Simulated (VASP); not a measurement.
## BeTe3: single point with PBE

BeTe3:

```
Be Te
1.0
     3.85523    0.00000    0.00000
     0.00000    3.85523    0.00000
     0.00000    0.00000   16.38554
Be Te
2 6
Direct
  0.00000 0.50000 0.09020
  0.50000 0.00000 0.90980
  0.50000 0.50000 0.17812
  0.50000 0.50000 0.82188
  0.00000 0.00000 0.00000
  0.00000 0.50000 0.36315
  0.00000 0.00000 0.50000
  0.50000 0.00000 0.63685
```

```yaml
Program: VASP 6.6.1
Task: single point
Functional: PBE
Potentials_or_basis: VASP PAW PBE potentials, release 64 (Be, Te)
Cutoff: 520 eV
k_mesh: 8 × 8 × 2
Occupations: gaussian, width 0.1 eV
Spin: no spin polarisation
```

| Quantity | Value |
| --- | --- |
| Pressure | 0.0 GPa |
| Largest force | 0.017 eV/Å |
| Band gap on the k mesh | zero (bands 20 and 21 overlap by 1.96 eV) |

Forces on the atoms (eV/Å):
```
Be   0.000  0.000 -0.010
Be   0.000  0.000  0.010
Te   0.000  0.000  0.017
Te   0.000  0.000 -0.017
Te   0.000  0.000  0.000
Te   0.000  0.000 -0.013
Te   0.000  0.000  0.000
Te   0.000  0.000  0.013
```

Levels at points of the mesh, in eV from the Fermi level:
| k point | band 18 | band 19 | band 20 | band 21 | band 22 | band 23 |
| --- | --- | --- | --- | --- | --- | --- |
| (0.00, 0.00, 0.00) | -0.13 | -0.07 | 0.61 | 0.61 | 1.26 | 1.57 |
| (0.50, 0.00, 0.00) | -0.72 | -0.71 | 0.45 | 0.82 | 0.90 | 1.22 |
| (0.50, 0.50, 0.00) | -2.00 | -2.00 | -1.55 | -1.05 | 0.18 | 0.18 |
| (0.00, 0.00, 0.50) | -0.26 | 0.56 | 0.74 | 0.74 | 1.10 | 1.50 |
| (0.50, 0.00, 0.50) | -0.76 | -0.72 | 0.45 | 0.90 | 1.05 | 1.31 |
| (0.50, 0.50, 0.50) | -1.99 | -1.99 | -1.38 | -1.22 | 0.16 | 0.16 |

Wall time 3.5 min on 1 thread of Intel(R) Xeon(R) 6975P-C (Granite Rapids), with other jobs on the host, peak memory 0.43 GiB.

Caveat: spin-orbit coupling is left out, which moves the levels of the heavy elements; this functional lacks dispersion, which binds layers or chains, so the pressure and a relaxed spacing across them are unreliable.
